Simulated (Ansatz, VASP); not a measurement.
## One calculation of Pd, two programs

File INCAR:

```
SYSTEM = Pd
  PREC = Accurate
  ENCUT = 600
  EDIFF = 1E-7
  ISMEAR = -1
  SIGMA = 0.05
  LREAL = .False.
  LASPH = .True.
  NELM = 60
  ALGO = Normal
  ISIF = 3
  LWAVE = .False.
  LCHARG = .False.
  GGA = RP
  IBRION = 2
  NSW = 60
  EDIFFG = -0.01
```

KPOINTS

```
regular mesh
0
Gamma
  12 12 12
  0 0 0
```

File POSCAR:

```
Pd
1.0
    0.0000000000      1.9465000000      1.9465000000
    1.9465000000      0.0000000000      1.9465000000
    1.9465000000      1.9465000000      0.0000000000
Pd
1
Direct
    0.0000000000      0.0000000000      0.0000000000
```

input.yaml

```yaml
crystal:
  lattice:
    - [0.0, 1.9465, 1.9465]
    - [1.9465, 0.0, 1.9465]
    - [1.9465, 1.9465, 0.0]
  atoms:
    - { symbol: Pd, position: [0.0, 0.0, 0.0] }
hamiltonian:
  xc: rpbe
  pseudopotentials: { kind: paw }
kpoints:
  mp_grid: { grid: [12, 12, 12] }
scf:
  occupations: { method: fermi_dirac, width: 0.05 }
output:
  forces: true
  stress: true
  write_density: true
  write_potential: true
  elf: true
  volumetric_format: npy
relax:
  f_tol: 0.01
  max_steps: 40
  cell: { stress_tol: 0.05 }
```

Alike in both runs: task relaxation of cell and atoms; functional RPBE; k mesh 12 × 12 × 12; occupations fermi-dirac, width 0.05 eV; no spin polarisation.

```csv
,VASP,Ansatz
version,VASP 6.6.1,Ansatz 0.2.0
potentials or method,"VASP PAW PBE potentials, release 64 (Pd)",Ansatz PAW
plane-wave cutoff (eV),600,420
valence electrons in the cell,10,18
```

```csv
,VASP,Ansatz,Ansatz less VASP
"gap on the k mesh at the Fermi level, each at its own relaxed structure (eV)",none,none,-
relaxed volume (Å³/atom),15.72,15.76,+0.039
relaxed cell length with the largest relative difference (Å),2.812,2.814,+0.0023
```

VASP's potentials were made for PBE, not for RPBE. A gap of «none» marks a metal or a gap that the smearing closes. VASP's potentials hold 10 valence electrons a cell and Ansatz's 18, so a difference there can come from the potentials and not from the codes.

Noted on Ansatz's run: the plane-wave basis is chosen anew once the cell has moved, so the energies of steps on either side of that aren't comparable.
